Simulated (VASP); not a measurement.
Here is a VASP 6.6.1 calculation.

The input INCAR:

```
SYSTEM = MoS2
ALGO = Normal ; EDIFF = 1E-8
ENCUT = 520 ; GGA = PE
ISIF = 2 ; ISMEAR = 0
LASPH = .True. ; LCHARG = .False.
LEPSILON = .True. ; LREAL = .False.
LWAVE = .False. ; NELM = 60
PREC = Accurate ; SIGMA = 0.01
```

Contents of KPOINTS:

```
k-points
0
Gamma
  8 8 2
  0 0 0
```

Contents of POSCAR:

```
MoS2
1.0
    3.1690000000      0.0000000000      0.0000000000
   -1.5845000000      2.7444345046      0.0000000000
    0.0000000000      0.0000000000     12.3240000000
Mo S
2 4
Direct
    0.6666666667      0.3333333333      0.7500000000
    0.3333333333      0.6666666667      0.2500000000
    0.6666666667      0.3333333333      0.3770000000
    0.3333333333      0.6666666667      0.8770000000
    0.6666666667      0.3333333333      0.1230000000
    0.3333333333      0.6666666667      0.6230000000
```

Potentials or basis: VASP PAW PBE potentials, release 64 (Mo_sv, S).

Command:

```bash
$ cat potpaw_PBE.64/Mo_sv/POTCAR potpaw_PBE.64/S/POTCAR > POTCAR
$ mpirun -np 1 vasp_std > vasp.out
```

**Question.** Estimate the electronic dielectric tensor (diagonal).

**Answer.** 15.33, 15.33, 6.48.

**Question.** Estimate the Born charges (mean of the diagonal).

**Answer.** Mo -0.85; S +0.43 e.

**Question.** What does it give for the band gap on the k mesh?

**Answer.** 0.99 eV (least direct gap 1.94 eV).

Electronic dielectric tensor:
```
15.33  0.00  0.00
 0.00 15.33  0.00
 0.00  0.00  6.48
```

 A hybrid or GW would open this gap; PBE tends to underestimate it.
